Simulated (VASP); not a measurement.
Write the native input for VASP 6.6.1 that does the following.

- Task: relaxation of cell and atoms
- Functional: PBE
- Potentials or basis: VASP PAW PBE potentials, release 64 (Mg, Zn, O)
- Cutoff: 600 eV
- k mesh: 4 × 4 × 3
- Occupations: gaussian, width 0.2 eV
- Spin: no spin polarisation
- Dipole correction: no
- Further INCAR settings: ALGO = Normal; EDIFF = 1e-06; IBRION = 2; EDIFFG = -0.08; NSW = 36; ISIF = 3

The structure of MgZn4O lies in POSCAR:

```
MgZn4O
1.0
    4.2440786700      0.0000000000      0.0000000000
   -2.1220393300      3.6754799400      0.0000000000
    0.0000000000      0.0000000000      6.3991862100
Mg Zn O
1 4 1
Direct
    0.0000000000      0.0000000000      0.5000000000
    0.3333333300      0.6666666700      0.3560115300
    0.6666666700      0.3333333300      0.6439884700
    0.0000000000      0.0000000000      0.2252258300
    0.0000000000      0.0000000000      0.7747741700
    0.0000000000      0.0000000000      0.0000000000
```

These files were run (other wordings do the same):

INCAR

```
SYSTEM = MgZn4O
PREC = Accurate ; ENCUT = 600
EDIFF = 1E-6 ; ISMEAR = 0
SIGMA = 0.2 ; LREAL = .False.
LASPH = .True. ; NELM = 60
ALGO = Normal ; ISIF = 3
LWAVE = .False. ; LCHARG = .False.
GGA = PE ; IBRION = 2
NSW = 36 ; EDIFFG = -0.08
```

KPOINTS

```
regular mesh
0
Gamma
  4 4 3
  0 0 0
```

Potentials or basis: VASP PAW PBE potentials, release 64 (Mg, Zn, O).

The run is started by

```sh
$ cat potpaw_PBE.64/Mg/POTCAR potpaw_PBE.64/Zn/POTCAR potpaw_PBE.64/O/POTCAR > POTCAR
$ mpirun -np 1 vasp_std > vasp.out
```

It gave:

| Property | Result |
| --- | --- |
| Relaxed volume | 21.08 Å³/atom |
| Relaxed cell | a = 4.026 Å, b = 4.026 Å, c = 9.010 Å, α = 90.00°, β = 90.00°, γ = 120.00° |
| Space group after relaxing (to 0.05 Å) | P-3m1 (No. 164) |
| Energy gained by relaxing | 2201.9 meV/atom |
| Ionic steps | 22 |
| Pressure after relaxing | 0.1 GPa |
| Largest force after relaxing | 0.080 eV/Å |
| Band gap on the k mesh | zero (band 28 reaches 3.82 eV, above the bottom of band 29 at 0.41 eV) |

Caveat: the k points lie up to 0.45 Å⁻¹ apart in the final cell; the volume moved by over 15 % at a fixed basis, so the end points are rough; the relaxation stopped at a loose force limit of 0.08 eV/Å, so its end isn't a converged minimum.

It took 14 min on 1 thread of AMD EPYC 9R45 (Zen 5), on a shared host, peak memory 0.23 GiB.
